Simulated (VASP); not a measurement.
## AlAs (lda): single point with LDA

AlAs (lda):

```
Al As
1.0
     0.00000    2.83790    2.83790
     2.83790    0.00000    2.83790
     2.83790    2.83790    0.00000
Al As
1 1
Direct
  0.00000 0.00000 0.00000
  0.25000 0.25000 0.25000
```

```
Program             : VASP 6.6.1
Task                : single point
Functional          : LDA
Potentials or basis : VASP PAW LDA potentials, release 64 (Al, As)
Cutoff              : 500 eV
k mesh              : 6 × 6 × 6
Occupations         : gaussian, width 0.1 eV
Spin                : no spin polarisation
```

```json
{"Pressure": "-1.5 GPa", "Band gap on the k mesh": "1.35 eV, indirect (least direct gap 1.82 eV)"}
```

Levels at points of the mesh, in eV from the valence-band top:
| k point | band 2 | band 3 | band 4 | band 5 | band 6 | band 7 |
| --- | --- | --- | --- | --- | --- | --- |
| (0.00, 0.00, 0.00) | 0.00 | 0.00 | 0.00 | 1.82 | 4.23 | 4.23 |
| (0.50, 0.00, 0.00) | -5.56 | -0.82 | -0.82 | 1.99 | 4.63 | 4.63 |
| (0.50, 0.50, 0.00) | -5.42 | -2.16 | -2.16 | 1.35 | 2.19 | 10.14 |

It took 12 s on 1 thread of Intel Xeon 8259CL, with other jobs on the host, peak memory 0.15 GiB.

A k mesh can miss the band edges. A hybrid or GW would open this gap; LDA tends to underestimate it.
